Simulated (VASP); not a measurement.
# Ta2SiO3 (P-62m) in VASP: a series of runs

Runs on Ta2SiO3. Level: PBE. Tasks: single point.

All numbers are computed with VASP 6.6.1; they aren't measurements. Logs are shortened: lines on timing, memory, paths and dates and some standing lists are left out, and cuts for length are marked.

## 1. The cell of the first run

Symmetry: P-62m, No. 189, hexagonal system. The conventional cell has a = 5.030 Å, b = 5.030 Å, c = 3.218 Å, α = 90.00°, β = 90.00°, γ = 120.00°. Ta (site symmetry -6) has 6 O at 2.22 Å within 2.9 Å. Within 2.7 Å of Si (site symmetry -62m) lie 3 O at 2.04 Å. Within 2.7 Å of O (site symmetry m2m) lie 1 Si at 2.04 Å and 4 Ta at 2.22 Å and 4 O at 2.64 Å.

## 2. Single point, PBE

Input file INCAR:

```
SYSTEM = Ta2SiO3
PREC     = Accurate       ! precision mode
ENCUT    = 520            ! plane-wave cutoff, eV
EDIFF    = 1E-6           ! SCF threshold, eV
ISMEAR   = 0              ! smearing method
SIGMA    = 0.1            ! smearing width, eV
LREAL    = .FALSE.        ! projectors in reciprocal space
LASPH    = .TRUE.         ! aspherical terms in the spheres
NELM     = 100            ! most SCF steps
ALGO     = Normal         ! electronic algorithm
ISIF     = 2              ! what is computed and relaxed
LWAVE    = .FALSE.        ! write WAVECAR
LCHARG   = .FALSE.        ! write CHGCAR
GGA      = PE             ! functional
NBANDS   = 31             ! bands
```

Input file KPOINTS:

```
regular mesh
0
G
  6 6 4
  0 0 0
```

Input file POSCAR:

```
Ta2SiO3
1.0
    5.0301887434      0.0000000000      0.0000000000
   -2.5150943717      4.3562712376      0.0000000000
    0.0000000000      0.0000000000      3.2179533031
Ta Si O
2 1 3
Direct
    0.3333333333      0.6666666667      0.5000000000
    0.6666666667      0.3333333333      0.5000000000
    0.0000000000      0.0000000000      0.0000000000
    0.5936560497      0.0000000000      0.0000000000
    0.0000000000      0.5936560497      0.0000000000
    0.4063439503      0.4063439503      0.0000000000
```

Potentials or basis: VASP PAW PBE potentials, release 64 (Ta_pv, Si, O).

The run is started by

```bash
$ cat potpaw_PBE.64/Ta_pv/POTCAR potpaw_PBE.64/Si/POTCAR potpaw_PBE.64/O/POTCAR > POTCAR
$ mpirun -np 1 vasp_std > vasp.out
```

OUTCAR:

```text
SYSTEM = Ta2SiO3
   PREC = Accurate
   ENCUT = 520
   EDIFF = 1E-6
   ISMEAR = 0
   LREAL = .FALSE.
   LASPH = .TRUE.
   NELM = 100
   ISIF = 2
   GGA = PE

 ion  position               nearest neighbor table
   1  0.333  0.667  0.500-   5 2.22   5 2.22   4 2.22   4 2.22   6 2.22   6 2.22   2 2.90   2 2.90
                             2 2.90   3 3.32   3 3.32   3 3.32   3 3.32   3 3.32   3 3.32
   2  0.667  0.333  0.500-   4 2.22   4 2.22   5 2.22   5 2.22   6 2.22   6 2.22   1 2.90   1 2.90
                             1 2.90   3 3.32   3 3.32   3 3.32   3 3.32   3 3.32   3 3.32
   3  0.000  0.000  0.000-   5 2.04   6 2.04   4 2.04   2 3.32   1 3.32   1 3.32   2 3.32   1 3.32
                             1 3.32   2 3.32   2 3.32   2 3.32   2 3.32   1 3.32   1 3.32
   4  0.594  0.000  0.000-   3 2.04   2 2.22   2 2.22   1 2.22   1 2.22
   5  0.000  0.594  0.000-   3 2.04   1 2.22   1 2.22   2 2.22   2 2.22
   6  0.406  0.406  0.000-   3 2.04   1 2.22   1 2.22   2 2.22   2 2.22

  LATTYP: Found a hexagonal cell.
 ALAT       =     5.0301887434
 C/A-ratio  =     0.6397281429

  Lattice vectors:

 A1 = (   5.0301887434,   0.0000000000,   0.0000000000)
 A2 = (  -2.5150943717,   4.3562712376,   0.0000000000)
 A3 = (   0.0000000000,   0.0000000000,   3.2179533031)

Analysis of symmetry for initial positions (statically):
=====================================================================
 Subroutine PRICEL returns:
 Original cell was already a primitive cell.

 Routine SETGRP: Setting up the symmetry group for a
 hexagonal supercell.

 Subroutine GETGRP returns: Found 12 space group operations
 (whereof 12 operations were pure point group operations)
 out of a pool of 24 trial point group operations.

The static configuration has the point symmetry D_3h.

Analysis of symmetry for dynamics (positions and initial velocities):
=====================================================================
 Subroutine PRICEL returns:
 Original cell was already a primitive cell.

 Routine SETGRP: Setting up the symmetry group for a
 hexagonal supercell.

 Subroutine GETGRP returns: Found 12 space group operations
 (whereof 12 operations were pure point group operations)
 out of a pool of 24 trial point group operations.

The dynamic configuration has the point symmetry D_3h.

 Subroutine INISYM returns: Found 12 space group operations
 (whereof 12 operations are pure point group operations),
 and found     1 'primitive' translations

----------------------------------------------------------------------------------------

                                     Primitive cell

  volume of cell :      70.5146

  direct lattice vectors                    reciprocal lattice vectors
     5.030188743  0.000000000  0.000000000     0.198799697  0.114777059  0.000000000
    -2.515094372  4.356271238  0.000000000     0.000000000  0.229554118  0.000000000
     0.000000000  0.000000000  3.217953303     0.000000000  0.000000000  0.310756529

  length of vectors
     5.030188743  5.030188743  3.217953303     0.229554118  0.229554118  0.310756529

  position of ions in fractional coordinates (direct lattice)
     0.333333333  0.666666667  0.500000000
     0.666666667  0.333333333  0.500000000
     0.000000000  0.000000000  0.000000000
     0.593656050  0.000000000  0.000000000
     1.000000000  0.593656050  0.000000000
     0.406343950  0.406343950  0.000000000

  ion indices of the primitive-cell ions
   primitive index   ion index
                 1           1
                 2           2
                 3           3
                 4           4
                 5           5
                 6           6

----------------------------------------------------------------------------------------

 KPOINTS: regular mesh

Automatic generation of k-mesh.
 Grid dimensions read from file:
 generate k-points for:    6    6    4

 Generating k-lattice:

  Cartesian coordinates                     Fractional coordinates (reciprocal lattice)
     0.033133283  0.019129510  0.000000000     0.166666667  0.000000000  0.000000000
     0.000000000  0.038259020  0.000000000     0.000000000  0.166666667  0.000000000
     0.000000000  0.000000000  0.077689132     0.000000000  0.000000000  0.250000000

  Length of vectors
     0.038259020  0.038259020  0.077689132

  Shift w.r.t. Gamma in fractional coordinates (k-lattice)
     0.000000000  0.000000000  0.000000000

 Subroutine IBZKPT returns following result:
 ===========================================

 Found     21 irreducible k-points:

 Following reciprocal coordinates:
            Coordinates               Weight
  0.000000  0.000000  0.000000      1.000000
  0.166667 -0.000000  0.000000      6.000000
  0.333333 -0.000000  0.000000      6.000000
  0.500000 -0.000000  0.000000      3.000000
  0.166667  0.166667  0.000000      6.000000
  0.333333  0.166667  0.000000     12.000000
[... 13 lines left out ...]
  0.333333  0.166667  0.500000     12.000000
  0.333333  0.333333  0.500000      2.000000
   k-points           NKPTS =     21   k-points in BZ     NKDIM =     21   number of bands    NBANDS=     31
   number of dos      NEDOS =    301   number of ions     NIONS =      6
   total plane-waves  NPLWV =  38400
   dimension x,y,z NGX =    40 NGY =   40 NGZ =   24
   dimension x,y,z NGXF=    80 NGYF=   80 NGZF=   48
   ions per type =               2   1   3
   NGX,Y,Z   is equivalent  to a cutoff of  13.22, 13.22, 12.40 a.u.
   NGXF,Y,Z  is equivalent  to a cutoff of  26.44, 26.44, 24.80 a.u.
 SYSTEM =  Ta2SiO3
   PREC   = accura    normal or accurate (medium, high low for compatibility)
   ISTART =      0    job   : 0-new  1-cont  2-samecut
   ICHARG =      2    charge: 1-file 2-atom 10-const
   ISPIN  =      1    spin polarized calculation?
   LNONCOLLINEAR =      F non collinear calculations
   LSORBIT =      F    spin-orbit coupling
   LASPH  =      T    aspherical Exc in radial PAW
   ENCUT  =  520.0 eV  38.22 Ry    6.18 a.u.   9.35  9.35  5.98*2*pi/ulx,y,z
   NELM   =    100;   NELMIN=  2; NELMDL= -5     # of ELM steps
   EDIFF  = 0.1E-05   stopping-criterion for ELM
   LREAL  =      F    real-space projection
[... 7 lines left out ...]
   TEBEG  =    0.0;   TEEND  =   0.0 temperature during run
   PSTRESS=    0.0 pullay stress
   NELECT =      44.0000    total number of electrons
   NUPDOWN=      -1.0000    fix difference up-down
   EMIN   =  10.00;   EMAX   =-10.00  energy-range for DOS
   EFERMI =   0.00;   METHOD = LEGACY
   ISMEAR =     0;   SIGMA  =   0.10  broadening in eV -4-tet -1-fermi 0-gaus
   EFERMI_NEDOS =   21; number of points for ismear=-14 and -15
   IALGO  =     38    algorithm
   IMIX   =      4    mixing-type and parameters
     AMIX     =   0.40;   BMIX     =  1.00
     AMIX_MAG =   1.60;   BMIX_MAG =  1.00
  volume/ion in A,a.u.               =      11.75        79.31
  Fermi-wavevector in a.u.,A,eV,Ry     =   1.398941  2.643615 26.627092  1.957036
  Thomas-Fermi vector in A             =   2.522049
   LORBIT       =      0    0 simple, 1 ext, 2 COOP (PROOUT), +10 PAW based schemes
   GGA     = PE    functional components
   LHFCALC =     F    Hartree Fock is set to
   AEXX    =    0.0000 exact exchange contribution
   IVDW    =     0    specifies the selected vdW correction
   LEPSILON=     F    determine dielectric tensor
   LRPA    =     F    only Hartree local field effects (RPA)
 non-spin polarized calculation
 Gauss-broadening in eV      SIGMA  =   0.10
  energy-cutoff  :      520.00
  volume of cell :       70.51
 maximum number of plane-waves:      1944
 NGX is ok and might be reduce to    40
   NGX = 19   NGY = 19   NGZ = 11

 number of electron      43.9999986 magnetization

 Free energy of the ion-electron system (eV)
  ---------------------------------------------------
  ext. energy  EPLUGINS =         0.00000000
  ---------------------------------------------------
  free energy    TOTEN  =       -51.09582398 eV

  energy without entropy =      -51.09582392  energy(sigma->0) =      -51.09582395

 E-fermi :   8.2945     XC(G=0): -12.2005

 val. band max:        7.9564367119   @ k =   0.1667  -0.0000   0.0000
 cond. band min:       8.6323448770   @ k =   0.1667  -0.0000   0.0000
 fundamental gap:      0.6759081651
 Fermi energy:         8.2944992246

 k-point     1 :       0.0000    0.0000    0.0000
  band No.  band energies     occupation
      1     -28.0509      2.00000
      2     -28.0509      2.00000
      3     -28.0483      2.00000
      4     -27.9085      2.00000
      5     -27.5310      2.00000
      6     -27.5310      2.00000
[... 23 lines left out ...]
     30      12.9186      0.00000
     31      12.9262      0.00000

 k-point     2 :       0.1667   -0.0000    0.0000
  band No.  band energies     occupation
      1     -28.0613      2.00000
      2     -28.0401      2.00000
      3     -28.0262      2.00000
      4     -27.9168      2.00000
      5     -27.5584      2.00000
      6     -27.5197      2.00000
[... 23 lines left out ...]
     30      12.3287      0.00000
     31      12.6644      0.00000

 k-point     3 :       0.3333   -0.0000    0.0000
  band No.  band energies     occupation
      1     -28.0811      2.00000
      2     -28.0189      2.00000
      3     -27.9656      2.00000
      4     -27.9382      2.00000
      5     -27.6245      2.00000
      6     -27.4985      2.00000
[... 23 lines left out ...]
     30      11.5270      0.00000
     31      12.2192      0.00000

 k-point     4 :       0.5000   -0.0000    0.0000
  band No.  band energies     occupation
      1     -28.0905      2.00000
      2     -28.0019      2.00000
      3     -27.9553      2.00000
      4     -27.9243      2.00000
      5     -27.6685      2.00000
      6     -27.4883      2.00000
[... 23 lines left out ...]
     30      11.4277      0.00000
     31      11.9952      0.00000

 k-point     5 :       0.1667    0.1667    0.0000
  band No.  band energies     occupation
      1     -28.0801      2.00000
      2     -28.0251      2.00000
      3     -27.9769      2.00000
      4     -27.9319      2.00000
      5     -27.6117      2.00000
      6     -27.5000      2.00000
[... 23 lines left out ...]
     30      12.1939      0.00000
     31      12.4338      0.00000
[... 440 lines left out ...]
     30      12.0748      0.00000
     31      13.0779      0.00000

 k-point    19 :       0.1667    0.1667    0.5000
  band No.  band energies     occupation
      1     -28.4279      2.00000
      2     -28.2600      2.00000
      3     -27.9961      2.00000
      4     -27.9003      2.00000
      5     -27.5641      2.00000
      6     -27.4625      2.00000
[... 23 lines left out ...]
     30      12.2239      0.00000
     31      13.0641      0.00000

 k-point    20 :       0.3333    0.1667    0.5000
  band No.  band energies     occupation
      1     -28.3862      2.00000
      2     -28.3023      2.00000
      3     -28.0135      2.00000
      4     -27.8304      2.00000
      5     -27.6365      2.00000
      6     -27.4441      2.00000
[... 23 lines left out ...]
     30      12.2766      0.00000
     31      13.0259      0.00000

 k-point    21 :       0.3333    0.3333    0.5000
  band No.  band energies     occupation
      1     -28.3443      2.00000
      2     -28.3443      2.00000
      3     -28.0244      2.00000
      4     -27.7339      2.00000
      5     -27.7339      2.00000
      6     -27.4329      2.00000
[... 23 lines left out ...]
     30      12.6259      0.00000
     31      12.9820      0.00000

------------------------ aborting loop because EDIFF is reached ----------------------------------------

  FORCE on cell =-STRESS in cart. coord.  units (eV):
  Direction    XX          YY          ZZ          XY          YZ          ZX
  --------------------------------------------------------------------------------------
  -------------------------------------------------------------------------------------
  Total        0.1344463      0.1344463      0.2820553      0.0000000      0.0000000      0.0000000
  in kB        3.0547836      3.0547836      6.4086409      0.0000000      0.0000000      0.0000000
  external PRESSURE =       4.1727360 kB  Pullay stress =       0.0000000 kB

 VOLUME and BASIS-vectors are now :
 -----------------------------------------------------------------------------
  energy-cutoff  :      520.00
  volume of cell :       70.51
      direct lattice vectors                 reciprocal lattice vectors
     5.030188743  0.000000000  0.000000000     0.198799697  0.114777059  0.000000000
    -2.515094372  4.356271238  0.000000000     0.000000000  0.229554118  0.000000000
     0.000000000  0.000000000  3.217953303     0.000000000  0.000000000  0.310756529

 POSITION                                       TOTAL-FORCE (eV/Angst)
 -----------------------------------------------------------------------------------
     -0.00000      2.90418      1.60898        -0.000000      0.000000      0.000000
      2.51509      1.45209      1.60898        -0.000000     -0.000000      0.000000
      0.00000      0.00000      0.00000        -0.000000      0.000000      0.000000
      2.98620      0.00000      0.00000         0.018951     -0.000000      0.000000
     -1.49310      2.58613      0.00000        -0.009476      0.016412      0.000000
      1.02199      1.77014      0.00000        -0.009476     -0.016412      0.000000
 -----------------------------------------------------------------------------------
    total drift:                               -0.000004     -0.000007      0.000001

  FREE ENERGIE OF THE ION-ELECTRON SYSTEM (eV)
  ---------------------------------------------------
  free  energy   TOTEN  =       -51.0958239812 eV

  energy  without entropy=      -51.0958239209  energy(sigma->0) =      -51.09582395
```

Wall time 24 s (1 thread of Intel Xeon Platinum 8488C (Sapphire Rapids), shared host); peak memory 0.2 GiB.

What came out:

```yaml
Free_energy: -51.0958 eV
Pressure: 0.4 GPa
Largest_force: 0.019 eV/Å
Band_gap_on_the_k_mesh: 0.68 eV, direct
```

Forces in eV/Å, atoms in the order of the input:
```
Ta   0.000  0.000  0.000
Ta   0.000  0.000  0.000
Si   0.000  0.000  0.000
O    0.019  0.000  0.000
O   -0.009  0.016  0.000
O   -0.009 -0.016  0.000
```

Levels at points of the mesh, in eV from the valence-band top:
| k point | band 20 | band 21 | band 22 | band 23 | band 24 | band 25 |
| --- | --- | --- | --- | --- | --- | --- |
| (0.00, 0.00, 0.00) | -2.27 | -0.01 | -0.01 | 0.94 | 0.94 | 0.94 |
| (0.50, 0.00, 0.00) | -2.96 | -1.20 | -0.12 | 1.38 | 1.65 | 1.74 |
| (0.00, 0.00, 0.50) | -1.45 | -1.22 | -1.22 | 0.93 | 2.12 | 2.12 |
| (0.50, 0.00, 0.50) | -1.02 | -1.00 | -0.10 | 1.04 | 2.05 | 2.06 |

Caveat: the k points lie up to 0.49 Å⁻¹ apart; spin-orbit coupling is left out, which moves the levels of the heavy elements. A k mesh can miss the band edges.

(Continued in part 2 of 2.)
